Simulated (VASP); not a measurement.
# In3Se: vibrations by perturbation theory with PBEsol

Crystal: In3Se.

```
In Se
1.0
     4.80376    0.00000    0.00000
     0.00000    4.80376    0.00000
     0.00000    0.00000    4.80376
In Se
3 1
Direct
  0.50000 0.50000 0.00000
  0.50000 0.00000 0.50000
  0.00000 0.50000 0.50000
  0.00000 0.00000 0.00000
```

* Program: VASP 6.6.1
* Task: vibrations by perturbation theory
* Functional: PBEsol
* Potentials or basis: VASP PAW PBE potentials, release 64 (In_d, Se)
* Cutoff: 520 eV
* k mesh: 6 × 6 × 6
* Occupations: fermi-dirac, width 0.05 eV
* Spin: no spin polarisation
* Dipole correction: no
* Further INCAR settings: ALGO = Normal; EDIFF = 1e-08; IBRION = 8; NSW = 1

```
Highest phonon frequency at Γ, LO-TO splitting left out : 85 cm⁻¹
Most unstable mode                                      : 34i cm⁻¹
```

Phonon frequencies in cm⁻¹ (negative: imaginary):
```csv
q point,frequencies
"(0.000, 0.000, 0.000)",-34 -34 -34 0 0 0 28 28 28 85 85 85
```

Run time: 3.8 min on 1 thread of Intel(R) Xeon(R) 6975P-C (Granite Rapids), with other jobs on the host, peak memory 0.52 GiB.

Caveat: the cell stands under pressure or tension, which shifts response properties; some modes are imaginary.
